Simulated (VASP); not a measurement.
# SiC (P6_3mc) in VASP: further runs

The runs below take SiC through single point, with PBEsol.

Everything below comes from runs of VASP 6.6.1. Logs are shortened: lines on timing, memory, paths and dates and some standing lists are left out, and cuts for length are marked.

### Step 1. The cell of the first run

Symmetry: P6_3mc, No. 186, hexagonal system. Conventional cell: a = 3.034 Å, b = 3.034 Å, c = 4.980 Å, α = 90.00°, β = 90.00°, γ = 120.00°. Within 2.4 Å of Si (site symmetry 3m) lie 4 C at 1.84 to 1.92 Å. C (site symmetry 3m) has 4 Si at 1.84 to 1.92 Å within 2.4 Å.

### Step 2. Single point, PBEsol (volume scaled by 0.96)

INCAR

```
SYSTEM = SiC
PREC     = Accurate       ! precision mode
ENCUT    = 520            ! plane-wave cutoff, eV
EDIFF    = 1E-6           ! SCF threshold, eV
ISMEAR   = -1             ! smearing method
SIGMA    = 0.08           ! smearing width, eV
LREAL    = .FALSE.        ! projectors in reciprocal space
LASPH    = .TRUE.         ! aspherical terms in the spheres
NELM     = 100            ! most SCF steps
ALGO     = Normal         ! electronic algorithm
ISIF     = 2              ! what is computed and relaxed
LWAVE    = .FALSE.        ! write WAVECAR
LCHARG   = .TRUE.         ! write CHGCAR
GGA      = PS             ! functional
LELF     = .TRUE.         ! ELF
LVHAR    = .TRUE.       
NBANDS   = 16             ! bands
```

KPOINTS

```
Automatic mesh
0
G
  15 15 8
  0 0 0
```

POSCAR

```
SiC
1.0
    3.0344255669      0.0000000000      0.0000000000
   -1.5172127834      2.6278896269      0.0000000000
    0.0000000000      0.0000000000      4.9797754205
Si C
2 2
Direct
    0.3333333333      0.6666666667      0.0000000000
    0.6666666667      0.3333333333      0.5000000000
    0.3333333333      0.6666666667      0.3850000000
    0.6666666667      0.3333333333      0.8850000000
```

Potentials or basis: VASP PAW PBE potentials, release 64 (Si, C).

Started as:

```sh
$ cat potpaw_PBE.64/Si/POTCAR potpaw_PBE.64/C/POTCAR > POTCAR
$ mpirun -np 1 vasp_std > vasp.out
```

OUTCAR:

```text
SYSTEM = SiC
   PREC = Accurate
   ENCUT = 520
   EDIFF = 1E-6
   ISMEAR = -1
   LREAL = .FALSE.
   LASPH = .TRUE.
   NELM = 100
   ISIF = 2
   GGA = PS

 ion  position               nearest neighbor table
   1  0.333  0.667  0.000-   4 1.84   4 1.84   4 1.84   3 1.92   2 3.04   2 3.04   2 3.04   2 3.04
                             2 3.04   2 3.04
   2  0.667  0.333  0.500-   3 1.84   3 1.84   3 1.84   4 1.92   1 3.04   1 3.04   1 3.04   1 3.04
                             1 3.04   1 3.04
   3  0.333  0.667  0.385-   2 1.84   2 1.84   2 1.84   1 1.92
   4  0.667  0.333  0.885-   1 1.84   1 1.84   1 1.84   2 1.92

  LATTYP: Found a hexagonal cell.
 ALAT       =     3.0344255669
 C/A-ratio  =     1.6410932846

  Lattice vectors:

 A1 = (   3.0344255669,   0.0000000000,   0.0000000000)
 A2 = (  -1.5172127834,   2.6278896269,   0.0000000000)
 A3 = (   0.0000000000,   0.0000000000,   4.9797754205)

Analysis of symmetry for initial positions (statically):
=====================================================================
 Subroutine PRICEL returns:
 Original cell was already a primitive cell.

 Routine SETGRP: Setting up the symmetry group for a
 hexagonal supercell.

 Subroutine GETGRP returns: Found 12 space group operations
 (whereof  6 operations were pure point group operations)
 out of a pool of 24 trial point group operations.

The static configuration has the point symmetry C_3v.
 The point group associated with its full space group is C_6v.

Analysis of symmetry for dynamics (positions and initial velocities):
=====================================================================
 Subroutine PRICEL returns:
 Original cell was already a primitive cell.

 Routine SETGRP: Setting up the symmetry group for a
 hexagonal supercell.

 Subroutine GETGRP returns: Found 12 space group operations
 (whereof  6 operations were pure point group operations)
 out of a pool of 24 trial point group operations.

The dynamic configuration has the point symmetry C_3v.
 The point group associated with its full space group is C_6v.

 Subroutine INISYM returns: Found 12 space group operations
 (whereof  6 operations are pure point group operations),
 and found     1 'primitive' translations

----------------------------------------------------------------------------------------

                                     Primitive cell

  volume of cell :      39.7094

  direct lattice vectors                    reciprocal lattice vectors
     3.034425567  0.000000000  0.000000000     0.329551666  0.190266743  0.000000000
    -1.517212783  2.627889627  0.000000000     0.000000000  0.380533486  0.000000000
     0.000000000  0.000000000  4.979775421     0.000000000  0.000000000  0.200812269

  length of vectors
     3.034425567  3.034425567  4.979775421     0.380533486  0.380533486  0.200812269

  position of ions in fractional coordinates (direct lattice)
     0.333333333  0.666666667  0.000000000
     0.666666667  0.333333333  0.500000000
     0.333333333  0.666666667  0.385000000
     0.666666667  0.333333333  0.885000000

  ion indices of the primitive-cell ions
   primitive index   ion index
                 1           1
                 2           2
                 3           3
                 4           4

----------------------------------------------------------------------------------------

 KPOINTS: Automatic mesh

Automatic generation of k-mesh.
 Grid dimensions read from file:
 generate k-points for:   15   15    8

 Generating k-lattice:

  Cartesian coordinates                     Fractional coordinates (reciprocal lattice)
     0.021970111  0.012684450  0.000000000     0.066666667 -0.000000000  0.000000000
     0.000000000  0.025368899  0.000000000     0.000000000  0.066666667  0.000000000
     0.000000000  0.000000000  0.025101534     0.000000000  0.000000000  0.125000000

  Length of vectors
     0.025368899  0.025368899  0.025101534

  Shift w.r.t. Gamma in fractional coordinates (k-lattice)
     0.000000000  0.000000000  0.000000000

 Subroutine IBZKPT returns following result:
 ===========================================

 Found    135 irreducible k-points:

 Following reciprocal coordinates:
            Coordinates               Weight
  0.000000  0.000000  0.000000      1.000000
  0.066667  0.000000  0.000000      6.000000
  0.133333  0.000000  0.000000      6.000000
  0.200000  0.000000  0.000000      6.000000
  0.266667  0.000000  0.000000      6.000000
  0.333333  0.000000  0.000000      6.000000
[... 16 lines left out ...]
  0.333333  0.200000  0.000000     12.000000
  0.400000  0.200000  0.000000      6.000000
 [... further k-points ...]
   k-points           NKPTS =    135   k-points in BZ     NKDIM =    135   number of bands    NBANDS=     16
   number of dos      NEDOS =    301   number of ions     NIONS =      4
   total plane-waves  NPLWV =  23040
   dimension x,y,z NGX =    24 NGY =   24 NGZ =   40
   dimension x,y,z NGXF=    48 NGYF=   48 NGZF=   80
   ions per type =               2   2
   NGX,Y,Z   is equivalent  to a cutoff of  13.15, 13.15, 13.35 a.u.
   NGXF,Y,Z  is equivalent  to a cutoff of  26.30, 26.30, 26.71 a.u.
 SYSTEM =  SiC
   PREC   = accura    normal or accurate (medium, high low for compatibility)
   ISTART =      0    job   : 0-new  1-cont  2-samecut
   ICHARG =      2    charge: 1-file 2-atom 10-const
   ISPIN  =      1    spin polarized calculation?
   LNONCOLLINEAR =      F non collinear calculations
   LSORBIT =      F    spin-orbit coupling
   LASPH  =      T    aspherical Exc in radial PAW
   ENCUT  =  520.0 eV  38.22 Ry    6.18 a.u.   5.64  5.64  9.26*2*pi/ulx,y,z
   NELM   =    100;   NELMIN=  2; NELMDL= -5     # of ELM steps
   EDIFF  = 0.1E-05   stopping-criterion for ELM
   LREAL  =      F    real-space projection
   EDIFFG = 0.1E-04   stopping-criterion for IOM
   NSW    =      0    number of steps for IOM
   IBRION =     -1    ionic relax: 0-MD 1-quasi-New 2-CG
   NFREE  =      0    steps in history (QN), initial steepest desc. (CG)
   ISIF   =      2    stress and relaxation
   ISYM   =      2    0-nonsym 1-usesym 2-fastsym
   POTIM  = 0.5000    time-step for ionic-motion
   TEBEG  =    0.0;   TEEND  =   0.0 temperature during run
   PSTRESS=    0.0 pullay stress
   NELECT =      16.0000    total number of electrons
   NUPDOWN=      -1.0000    fix difference up-down
   EMIN   =  10.00;   EMAX   =-10.00  energy-range for DOS
   EFERMI =   0.00;   METHOD = LEGACY
   ISMEAR =    -1;   SIGMA  =   0.08  broadening in eV -4-tet -1-fermi 0-gaus
   EFERMI_NEDOS =   21; number of points for ismear=-14 and -15
   IALGO  =     38    algorithm
   IMIX   =      4    mixing-type and parameters
     AMIX     =   0.40;   BMIX     =  1.00
     AMIX_MAG =   1.60;   BMIX_MAG =  1.00
  volume/ion in A,a.u.               =       9.93        66.99
  Fermi-wavevector in a.u.,A,eV,Ry     =   1.209160  2.284981 19.892635  1.462067
  Thomas-Fermi vector in A             =   2.344746
   LORBIT       =      0    0 simple, 1 ext, 2 COOP (PROOUT), +10 PAW based schemes
   GGA     = PS    functional components
   LHFCALC =     F    Hartree Fock is set to
   AEXX    =    0.0000 exact exchange contribution
   IVDW    =     0    specifies the selected vdW correction
   LEPSILON=     F    determine dielectric tensor
   LRPA    =     F    only Hartree local field effects (RPA)
 non-spin polarized calculation
  energy-cutoff  :      520.00
  volume of cell :       39.71
 maximum number of plane-waves:      1099
 NGX is ok and might be reduce to    24
   NGX = 11   NGY = 11   NGZ = 19

 number of electron      15.9999999 magnetization

 Free energy of the ion-electron system (eV)
  ---------------------------------------------------
  ext. energy  EPLUGINS =         0.00000000
  ---------------------------------------------------
  free energy    TOTEN  =       -31.72989194 eV

  energy without entropy =      -31.72989192  energy(sigma->0) =      -31.72989193

 E-fermi :   9.8954     XC(G=0): -11.6741

 val. band max:        8.8233487271   @ k =   0.0000   0.0000   0.0000
 cond. band min:      10.9075447087   @ k =   0.3333   0.3333   0.0000
 fundamental gap:      2.0841959816
 Fermi energy:         9.8954254881

 k-point     1 :       0.0000    0.0000    0.0000
  band No.  band energies     occupation
      1      -7.2468      2.00000
      2      -3.5482      2.00000
      3      -0.1803      2.00000
      4       7.2482      2.00000
      5       7.2482      2.00000
      6       8.5550      2.00000
[... 8 lines left out ...]
     15      17.7551      0.00000
     16      20.3887      0.00000

 k-point     2 :       0.0667    0.0000    0.0000
  band No.  band energies     occupation
      1      -7.1667      2.00000
      2      -3.4792      2.00000
      3      -0.1044      2.00000
      4       6.7891      2.00000
      5       7.1036      2.00000
      6       8.2637      2.00000
[... 8 lines left out ...]
     15      17.9634      0.00000
     16      19.4498      0.00000

 k-point     3 :       0.1333    0.0000    0.0000
  band No.  band energies     occupation
      1      -6.9275      2.00000
      2      -3.2756      2.00000
      3       0.1203      2.00000
      4       5.6900      2.00000
      5       6.7487      2.00000
      6       7.4933      2.00000
[... 8 lines left out ...]
     15      18.4617      0.00000
     16      18.5215      0.00000

 k-point     4 :       0.2000    0.0000    0.0000
  band No.  band energies     occupation
      1      -6.5333      2.00000
      2      -2.9495      2.00000
      3       0.4824      2.00000
      4       4.3469      2.00000
      5       6.3173      2.00000
      6       6.4523      2.00000
[... 8 lines left out ...]
     15      18.4599      0.00000
     16      18.9611      0.00000
[... 324 lines left out ...]
 k-point    22 :       0.2667    0.2000    0.0000
  band No.  band energies     occupation
      1      -4.4665      2.00000
      2      -1.7549      2.00000
      3       1.3092      2.00000
      4       2.6614      2.00000
      5       2.9763      2.00000
      6       4.1472      2.00000
[... 8 lines left out ...]
     15      19.4537      0.00000
     16      20.7694      0.00000

 k-point    23 :       0.3333    0.2000    0.0000
  band No.  band energies     occupation
      1      -3.7258      2.00000
      2      -1.8832      2.00000
      3       1.1573      2.00000
      4       2.4579      2.00000
      5       3.2555      2.00000
      6       3.5387      2.00000
[... 8 lines left out ...]
     15      19.8067      0.00000
     16      20.8061      0.00000

 k-point    24 :       0.4000    0.2000    0.0000
  band No.  band energies     occupation
      1      -3.2752      2.00000
      2      -2.1590      2.00000
      3       1.1888      2.00000
      4       2.4489      2.00000
      5       2.8753      2.00000
      6       3.8544      2.00000
[... 8 lines left out ...]
     15      20.0548      0.00000
     16      20.9946      0.00000

 [... further k-points ...]
[... 5 lines left out ...]
  --------------------------------------------------------------------------------------
  -------------------------------------------------------------------------------------
  Total        3.1601601      3.1601601      1.4841157      0.0000000      0.0000000     -0.0000000
  in kB      127.5047304    127.5047304     59.8804371      0.0000000      0.0000000     -0.0000000
  external PRESSURE =     104.9632993 kB  Pullay stress =       0.0000000 kB

 VOLUME and BASIS-vectors are now :
 -----------------------------------------------------------------------------
  energy-cutoff  :      520.00
  volume of cell :       39.71
      direct lattice vectors                 reciprocal lattice vectors
     3.034425567  0.000000000  0.000000000     0.329551666  0.190266743  0.000000000
    -1.517212783  2.627889627  0.000000000     0.000000000  0.380533486  0.000000000
     0.000000000  0.000000000  4.979775421     0.000000000  0.000000000  0.200812269

 POSITION                                       TOTAL-FORCE (eV/Angst)
 -----------------------------------------------------------------------------------
     -0.00000      1.75193      0.00000         0.000000     -0.000000      0.817979
      1.51721      0.87596      2.48989        -0.000000      0.000000      0.817979
     -0.00000      1.75193      1.91721        -0.000000      0.000000     -0.817979
      1.51721      0.87596      4.40710         0.000000     -0.000000     -0.817979
 -----------------------------------------------------------------------------------
    total drift:                                0.000000      0.000000     -0.000160

  FREE ENERGIE OF THE ION-ELECTRON SYSTEM (eV)
  ---------------------------------------------------
  free  energy   TOTEN  =       -31.7298919420 eV

  energy  without entropy=      -31.7298919178  energy(sigma->0) =      -31.72989193
```

Run time: 23 s. Hardware: 1 thread of Intel Xeon 6975P-C (Granite Rapids), shared host; peak memory 0.2 GiB.

What came out:

```
Free energy            : -31.7299 eV
Pressure               : 10.5 GPa
Largest force          : 0.818 eV/Å
Band gap on the k mesh : 2.08 eV, indirect (least direct gap 4.05 eV)
```

Forces in eV/Å, atoms in the order of the input:
```
Si   0.000  0.000  0.818
Si   0.000  0.000  0.818
C    0.000  0.000 -0.818
C    0.000  0.000 -0.818
```

Caveat: the PAW data sets were made with another functional, which shifts forces and pressure a little. A k mesh can miss the band edges.

### Step 3. Single point, PBEsol (volume scaled by 0.99)

INCAR

```
ALGO = Normal
EDIFF = 1E-6
ENCUT = 520
GGA = PS
ISIF = 2
ISMEAR = -1
LASPH = True
LCHARG = False
LREAL = False
LWAVE = False
NBANDS = 16
NELM = 100
PREC = Accurate
SIGMA = 0.08
```

KPOINTS

```
k-points
0
Gamma
  15 15 8
```

POSCAR

```
SiC
1.0
    3.0657105101      0.0000000000      0.0000000000
   -1.5328552551      2.6549831825      0.0000000000
    0.0000000000      0.0000000000      5.0311169308
Si C
2 2
Direct
    0.3333333333      0.6666666667      0.0000000000
    0.6666666667      0.3333333333      0.5000000000
    0.3333333333      0.6666666667      0.3850000000
    0.6666666667      0.3333333333      0.8850000000
```

Potentials or basis: VASP PAW PBE potentials, release 64 (Si, C).

Started as:

```sh
$ cat potpaw_PBE.64/Si/POTCAR potpaw_PBE.64/C/POTCAR > POTCAR
$ mpirun -np 1 vasp_std > vasp.out
```

Wall time 22 s (1 thread of Intel Xeon 6975P-C (Granite Rapids), shared host); peak memory 0.2 GiB.

Results (log left out):

| Quantity | Value |
| --- | --- |
| Free energy | -31.7815 eV |
| Pressure | 2.9 GPa |
| Largest force | 0.767 eV/Å |
| Band gap on the k mesh | 2.14 eV, indirect (least direct gap 3.99 eV) |

Forces in eV/Å, atoms in the order of the input:
```
Si   0.000  0.000  0.767
Si   0.000  0.000  0.767
C    0.000  0.000 -0.767
C    0.000  0.000 -0.767
```

Stress tensor (GPa, compression positive):
```
 4.70  0.00  0.00
 0.00  4.70  0.00
 0.00  0.00 -0.68
```

Levels at points of the mesh, in eV from the valence-band top:
```
           k point  band 4  band 5  band 6  band 7  band 8  band 9  band 10  band 11  band 12  band 13
(0.00, 0.00, 0.00)   -1.56   -1.56   -0.27   -0.27    0.00    4.66     6.08     6.49     6.49     7.58
(0.00, 0.00, 0.50)   -4.50   -0.97   -0.97   -0.97   -0.97    5.74     5.74     7.15     7.15     7.15
```

Caveat: the PAW data sets were made with another functional, which shifts forces and pressure a little.

### Step 4. Single point, PBEsol (volume scaled by 1.02)

INCAR

```
PREC = Accurate ; ENCUT = 520
EDIFF = 1E-6 ; ISMEAR = -1
SIGMA = 0.08 ; LREAL = F
LASPH = T ; NELM = 80
ALGO = Normal ; ISIF = 2
LWAVE = F ; LCHARG = F
GGA = PS ; NBANDS = 16
```

KPOINTS

```
Automatic mesh
0
Gamma
  15 15 8
```

POSCAR

```
SiC
1.0
    3.0963696491      0.0000000000      0.0000000000
   -1.5481848246      2.6815347757      0.0000000000
    0.0000000000      0.0000000000      5.0814314379
Si C
2 2
Direct
    0.3333333333      0.6666666667      0.0000000000
    0.6666666667      0.3333333333      0.5000000000
    0.3333333333      0.6666666667      0.3850000000
    0.6666666667      0.3333333333      0.8850000000
```

Started as:

```sh
$ cat potpaw_PBE.64/Si/POTCAR potpaw_PBE.64/C/POTCAR > POTCAR
$ mpirun -np 1 vasp_std > vasp.out
```

Wall time 23 s (1 thread of Intel Xeon 6975P-C (Granite Rapids), shared host); peak memory 0.2 GiB.

The run converged. Its results:

```yaml
Free_energy: -31.7783 eV
Pressure: -3.7 GPa
Largest_force: 0.721 eV/Å
Band_gap_on_the_k_mesh: 2.20 eV, indirect (least direct gap 3.93 eV)
```

Forces on the atoms (eV/Å):
```
Si   0.000  0.000  0.721
Si   0.000  0.000  0.721
C    0.000  0.000 -0.721
C    0.000  0.000 -0.721
```

Stress tensor (GPa, compression positive):
```
-2.27  0.00  0.00
 0.00 -2.27  0.00
 0.00  0.00 -6.43
```

Levels at points of the mesh, in eV from the valence-band top:
```
           k point  band 5  band 6  band 7  band 8  band 9  band 10  band 11  band 12
(0.00, 0.00, 0.00)   -1.55   -0.27   -0.27    0.00    4.40     5.77     6.32     6.32
(0.00, 0.00, 0.50)   -0.96   -0.96   -0.96   -0.96    5.47     5.47     6.99     6.99
```

Caveat: the PAW data sets were made with another functional, which shifts forces and pressure a little. A k mesh can miss the band edges.

(Part 1 of 2 ends here.)
